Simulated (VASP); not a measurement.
# Ga (Cmce) in VASP: single point with PBE

Aim: the single point of Ga with PBE.

Program: VASP 6.6.1. These are calculated values, not measurements. Logs are shortened: lines on timing, memory, paths and dates and some standing lists are left out, and cuts for length are marked.

**1. The cell of the first run**

Symmetry: Cmce, No. 64, orthorhombic system. Conventional cell: a = 4.573 Å, b = 7.741 Å, c = 4.589 Å, α = 90.00°, β = 90.00°, γ = 90.00°. Within 3.3 Å of Ga (site symmetry m) lie 7 Ga at 2.54 to 2.81 Å.

**2. Single point, PBE**

File INCAR:

```
  PREC = Accurate
  ENCUT = 520
  EDIFF = 1E-6
  ISMEAR = 0
  SIGMA = 0.1
  LREAL = False
  LASPH = True
  NELM = 80
  ALGO = Fast
  ISIF = 2
  LWAVE = False
  LCHARG = False
  GGA = PE
  NBANDS = 34
```

File KPOINTS:

```
regular mesh
0
Gamma
  12 12 10
```

File POSCAR:

```
Ga
1.0
    2.2865121277     -3.8703599645      0.0000000000
    2.2865121277      3.8703599645      0.0000000000
    0.0000000000      0.0000000000      4.5892516813
Ga
4
Direct
    0.6562923206      0.3437076794      0.4174801856
    0.8437076794      0.1562923206      0.9174801856
    0.3437076794      0.6562923206      0.5825198144
    0.1562923206      0.8437076794      0.0825198144
```

Potentials or basis: VASP PAW PBE potentials, release 64 (Ga_d).

The run is started by

```sh
> cat potpaw_PBE.64/Ga_d/POTCAR > POTCAR
> mpirun -np 1 vasp_std > vasp.out
```

OUTCAR:

```text
PREC = Accurate
   ENCUT = 520
   EDIFF = 1E-6
   ISMEAR = 0
   LREAL = False
   LASPH = True
   NELM = 80
   ISIF = 2
   GGA = PE

 ion  position               nearest neighbor table
   1  0.656  0.344  0.417-   3 2.54   2 2.71   2 2.71   4 2.76   4 2.76   3 2.81   3 2.81
   2  0.844  0.156  0.917-   4 2.54   1 2.71   1 2.71   3 2.76   3 2.76   4 2.81   4 2.81
   3  0.344  0.656  0.583-   1 2.54   4 2.71   4 2.71   2 2.76   2 2.76   1 2.81   1 2.81
   4  0.156  0.844  0.083-   2 2.54   3 2.71   3 2.71   1 2.76   1 2.76   2 2.81   2 2.81

  LATTYP: Found a base centered orthorhombic cell.
 ALAT       =     4.5730242554
 B/A-ratio  =     1.6926916405
 C/A-ratio  =     1.0035485108

  Lattice vectors:

 A1 = (   2.2865121277,  -3.8703599645,   0.0000000000)
 A2 = (   2.2865121277,   3.8703599645,   0.0000000000)
 A3 = (   0.0000000000,   0.0000000000,   4.5892516813)

Analysis of symmetry for initial positions (statically):
=====================================================================
 Subroutine PRICEL returns:
 Original cell was already a primitive cell.

 Routine SETGRP: Setting up the symmetry group for a
 base centered orthorhombic supercell.

 Subroutine GETGRP returns: Found  8 space group operations
 (whereof  4 operations were pure point group operations)
 out of a pool of  8 trial point group operations.

The static configuration has the point symmetry C_2h.
 The point group associated with its full space group is D_2h.

Analysis of symmetry for dynamics (positions and initial velocities):
=====================================================================
 Subroutine PRICEL returns:
 Original cell was already a primitive cell.

 Routine SETGRP: Setting up the symmetry group for a
 base centered orthorhombic supercell.

 Subroutine GETGRP returns: Found  8 space group operations
 (whereof  4 operations were pure point group operations)
 out of a pool of  8 trial point group operations.

The dynamic configuration has the point symmetry C_2h.
 The point group associated with its full space group is D_2h.

 Subroutine INISYM returns: Found  8 space group operations
 (whereof  4 operations are pure point group operations),
 and found     1 'primitive' translations

----------------------------------------------------------------------------------------

                                     Primitive cell

  volume of cell :      81.2263

  direct lattice vectors                    reciprocal lattice vectors
     2.286512128 -3.870359964  0.000000000     0.218673671 -0.129186950  0.000000000
     2.286512128  3.870359964  0.000000000     0.218673671  0.129186950  0.000000000
     0.000000000  0.000000000  4.589251681     0.000000000  0.000000000  0.217900449

  length of vectors
     4.495311331  4.495311331  4.589251681     0.253983154  0.253983154  0.217900449

  position of ions in fractional coordinates (direct lattice)
     0.656292321  0.343707679  0.417480186
     0.843707679  0.156292321  0.917480186
     0.343707679  0.656292321  0.582519814
     0.156292321  0.843707679  0.082519814

  ion indices of the primitive-cell ions
   primitive index   ion index
                 1           1
                 2           2
                 3           3
                 4           4

----------------------------------------------------------------------------------------

 KPOINTS: regular mesh

Automatic generation of k-mesh.
 Grid dimensions read from file:
 generate k-points for:   12   12   10

 Generating k-lattice:

  Cartesian coordinates                     Fractional coordinates (reciprocal lattice)
     0.018222806 -0.010765579  0.000000000     0.083333333  0.000000000  0.000000000
     0.018222806  0.010765579  0.000000000     0.000000000  0.083333333  0.000000000
     0.000000000  0.000000000  0.021790045     0.000000000  0.000000000  0.100000000

  Length of vectors
     0.021165263  0.021165263  0.021790045

  Shift w.r.t. Gamma in fractional coordinates (k-lattice)
     0.000000000  0.000000000  0.000000000

 Subroutine IBZKPT returns following result:
 ===========================================

 Found    258 irreducible k-points:

 Following reciprocal coordinates:
            Coordinates               Weight
  0.000000  0.000000  0.000000      1.000000
  0.083333  0.000000  0.000000      4.000000
  0.166667 -0.000000  0.000000      4.000000
  0.250000 -0.000000  0.000000      4.000000
  0.333333  0.000000  0.000000      4.000000
  0.416667  0.000000  0.000000      4.000000
[... 16 lines left out ...]
  0.500000  0.166667  0.000000      4.000000
 -0.416667  0.166667  0.000000      4.000000
 [... further k-points ...]
   k-points           NKPTS =    258   k-points in BZ     NKDIM =    258   number of bands    NBANDS=     34
   number of dos      NEDOS =    301   number of ions     NIONS =      4
   total plane-waves  NPLWV =  46656
   dimension x,y,z NGX =    36 NGY =   36 NGZ =   36
   dimension x,y,z NGXF=    72 NGYF=   72 NGZF=   72
   ions per type =               4
   NGX,Y,Z   is equivalent  to a cutoff of  13.31, 13.31, 13.04 a.u.
   NGXF,Y,Z  is equivalent  to a cutoff of  26.63, 26.63, 26.08 a.u.
 SYSTEM =  unknown system
   PREC   = accura    normal or accurate (medium, high low for compatibility)
   ISTART =      0    job   : 0-new  1-cont  2-samecut
   ICHARG =      2    charge: 1-file 2-atom 10-const
   ISPIN  =      1    spin polarized calculation?
   LNONCOLLINEAR =      F non collinear calculations
   LSORBIT =      F    spin-orbit coupling
   LASPH  =      T    aspherical Exc in radial PAW
   ENCUT  =  520.0 eV  38.22 Ry    6.18 a.u.   8.36  8.36  8.53*2*pi/ulx,y,z
   NELM   =     80;   NELMIN=  2; NELMDL= -5     # of ELM steps
   EDIFF  = 0.1E-05   stopping-criterion for ELM
   LREAL  =      F    real-space projection
   EDIFFG = 0.1E-04   stopping-criterion for IOM
   NSW    =      0    number of steps for IOM
   IBRION =     -1    ionic relax: 0-MD 1-quasi-New 2-CG
   NFREE  =      0    steps in history (QN), initial steepest desc. (CG)
   ISIF   =      2    stress and relaxation
   ISYM   =      2    0-nonsym 1-usesym 2-fastsym
   POTIM  = 0.5000    time-step for ionic-motion
   TEBEG  =    0.0;   TEEND  =   0.0 temperature during run
   PSTRESS=    0.0 pullay stress
   NELECT =      52.0000    total number of electrons
   NUPDOWN=      -1.0000    fix difference up-down
   EMIN   =  10.00;   EMAX   =-10.00  energy-range for DOS
   EFERMI =   0.00;   METHOD = LEGACY
   ISMEAR =     0;   SIGMA  =   0.10  broadening in eV -4-tet -1-fermi 0-gaus
   EFERMI_NEDOS =   21; number of points for ismear=-14 and -15
   IALGO  =     68    algorithm
   IMIX   =      4    mixing-type and parameters
     AMIX     =   0.40;   BMIX     =  1.00
     AMIX_MAG =   1.60;   BMIX_MAG =  1.00
  volume/ion in A,a.u.               =      20.31       137.04
  Fermi-wavevector in a.u.,A,eV,Ry     =   1.410946  2.666301 27.086048  1.990768
  Thomas-Fermi vector in A             =   2.532848
   LORBIT       =      0    0 simple, 1 ext, 2 COOP (PROOUT), +10 PAW based schemes
   GGA     = PE    functional components
   LHFCALC =     F    Hartree Fock is set to
   AEXX    =    0.0000 exact exchange contribution
   IVDW    =     0    specifies the selected vdW correction
   LEPSILON=     F    determine dielectric tensor
   LRPA    =     F    only Hartree local field effects (RPA)
 non-spin polarized calculation
 RMM-DIIS sequential band-by-band and
 Gauss-broadening in eV      SIGMA  =   0.10
  energy-cutoff  :      520.00
  volume of cell :       81.23
 maximum number of plane-waves:      2217
 NGX is ok and might be reduce to    36
   NGX = 17   NGY = 17   NGZ = 17

 number of electron      52.0000012 magnetization

 Free energy of the ion-electron system (eV)
  ---------------------------------------------------
  ext. energy  EPLUGINS =         0.00000000
  ---------------------------------------------------
  free energy    TOTEN  =       -11.63488155 eV

  energy without entropy =      -11.63040843  energy(sigma->0) =      -11.63264499

 E-fermi :   4.6881     XC(G=0): -10.4706

 val. band max:        4.6865746097   @ k =  -0.3333   0.3333   0.2000
 cond. band min:       4.6882678239   @ k =  -0.2500   0.2500   0.3000
 fundamental gap:      0.0016932142
 Fermi energy:         4.6880691444

 k-point     1 :       0.0000    0.0000    0.0000
  band No.  band energies     occupation
      1     -10.3776      2.00000
      2     -10.3695      2.00000
      3     -10.3403      2.00000
      4     -10.3260      2.00000
      5     -10.3088      2.00000
      6     -10.2866      2.00000
[... 26 lines left out ...]
     33      11.3631      0.00000
     34      12.1080      0.00000

 k-point     2 :       0.0833    0.0000    0.0000
  band No.  band energies     occupation
      1     -10.3787      2.00000
      2     -10.3668      2.00000
      3     -10.3421      2.00000
      4     -10.3288      2.00000
      5     -10.3042      2.00000
      6     -10.2848      2.00000
[... 26 lines left out ...]
     33      11.6587      0.00000
     34      12.0397      0.00000

 k-point     3 :       0.1667   -0.0000    0.0000
  band No.  band energies     occupation
      1     -10.3800      2.00000
      2     -10.3591      2.00000
      3     -10.3478      2.00000
      4     -10.3353      2.00000
      5     -10.2962      2.00000
      6     -10.2759      2.00000
[... 26 lines left out ...]
     33      11.0975      0.00000
     34      11.9231      0.00000
[... 704 lines left out ...]
 k-point    23 :       0.5000    0.1667    0.0000
  band No.  band energies     occupation
      1     -10.3978      2.00000
      2     -10.3824      2.00000
      3     -10.3388      2.00000
      4     -10.3170      2.00000
      5     -10.3070      2.00000
      6     -10.2676      2.00000
[... 26 lines left out ...]
     33      11.7971      0.00000
     34      13.3260      0.00000

 k-point    24 :      -0.4167    0.1667    0.0000
  band No.  band energies     occupation
      1     -10.3906      2.00000
      2     -10.3871      2.00000
      3     -10.3307      2.00000
      4     -10.3240      2.00000
      5     -10.3120      2.00000
      6     -10.2681      2.00000
[... 26 lines left out ...]
     33      11.8214      0.00000
     34      12.7365      0.00000

 [... further k-points ...]

------------------------ aborting loop because EDIFF is reached ----------------------------------------

  FORCE on cell =-STRESS in cart. coord.  units (eV):
  Direction    XX          YY          ZZ          XY          YZ          ZX
  --------------------------------------------------------------------------------------
  -------------------------------------------------------------------------------------
  Total        0.0626395      0.0615601      0.0590207      0.0000000      0.0000000      0.0000000
  in kB        1.2355545      1.2142638      1.1641754      0.0000000      0.0000000      0.0000000
  external PRESSURE =       1.2046646 kB  Pullay stress =       0.0000000 kB

 VOLUME and BASIS-vectors are now :
 -----------------------------------------------------------------------------
  energy-cutoff  :      520.00
  volume of cell :       81.23
      direct lattice vectors                 reciprocal lattice vectors
     2.286512128 -3.870359964  0.000000000     0.218673671 -0.129186950  0.000000000
     2.286512128  3.870359964  0.000000000     0.218673671  0.129186950  0.000000000
     0.000000000  0.000000000  4.589251681     0.000000000  0.000000000  0.217900449

 POSITION                                       TOTAL-FORCE (eV/Angst)
 -----------------------------------------------------------------------------------
      2.28651     -1.20982      1.91592         0.000000      0.001251      0.002672
      2.28651     -2.66054      4.21055         0.000000     -0.001251      0.002672
      2.28651      1.20982      2.67333         0.000000     -0.001251     -0.002672
      2.28651      2.66054      0.37870         0.000000      0.001251     -0.002672
 -----------------------------------------------------------------------------------
    total drift:                                0.000000     -0.000000      0.000000

  FREE ENERGIE OF THE ION-ELECTRON SYSTEM (eV)
  ---------------------------------------------------
  free  energy   TOTEN  =       -11.6348815452 eV

  energy  without entropy=      -11.6304084298  energy(sigma->0) =      -11.63264499
```

It took 8.6 min on 1 thread of Intel Xeon Platinum 8488C (Sapphire Rapids), shared host; peak memory 0.58 GiB.

Results:

```yaml
Free_energy: -11.6349 eV
Pressure: 0.1 GPa
Band_gap_on_the_k_mesh: zero (bands 26 and 27 overlap by 1.35 eV)
```

Forces in eV/Å, atoms in the order of the input:
```
Ga   0.000  0.001  0.003
Ga   0.000 -0.001  0.003
Ga   0.000 -0.001 -0.003
Ga   0.000  0.001 -0.003
```
